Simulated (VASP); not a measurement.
The system is AgB2.

```
Ag B
1.0
     3.00997    0.00000    0.00000
    -1.50498    2.60671    0.00000
     0.00000    0.00000    3.25076
Ag B
1 2
Cartesian
  0.0000 0.0000 0.0000
  0.0000 1.7378 1.6254
  1.5050 0.8689 1.6254
```

```yaml
Program: VASP 6.6.1
Task: relaxation of cell and atoms
Functional: PBEsol
Potentials_or_basis: VASP PAW PBE potentials, release 64 (Ag, B)
Cutoff: 600 eV
k_mesh: 14 × 14 × 10
Occupations: gaussian, width 0.05 eV
Spin: no spin polarisation
```

At the start: pressure 43.2 GPa; volume 8.50 Å³/atom.

Task: Where does the relaxation end?

Result: Over 8 steps the energy falls by 316.1 meV/atom and the volume is 10.29 Å³/atom (+21.0 %); space group P6/mmm (No. 191, to 0.1 Å) before and after.

The path:
```csv
step,energy change (eV),largest force (eV/Å),pressure (GPa),volume (Å³)
1,0.0000,0.0000,43.20,25.51
2,-0.4549,0.0000,-19.03,34.88
3,-0.6797,0.0000,-3.77,30.85
4,-0.8871,0.0000,-2.01,30.82
5,-0.9475,0.0000,0.75,30.70
6,-0.9477,0.0000,1.04,30.68
7,-0.9480,0.0000,-0.64,31.01
8,-0.9483,0.0000,0.04,30.87
```

Final structure:
```yaml
crystal:
  lattice:
    - [3.00725, 0.00000, 0.00000]
    - [-1.50362, 2.60435, 0.00000]
    - [0.00000, 0.00000, 3.94207]
  atoms:
    - { symbol: Ag, position: [0.00000, 0.00000, 0.00000] }
    - { symbol: B, position: [0.33333, 0.66667, 0.50000] }
    - { symbol: B, position: [0.66667, 0.33333, 0.50000] }
```

Caveat: the volume moved by over 15 % at a fixed basis, so the end points are rough; the PAW data sets were made with another functional, which shifts forces and pressure a little.
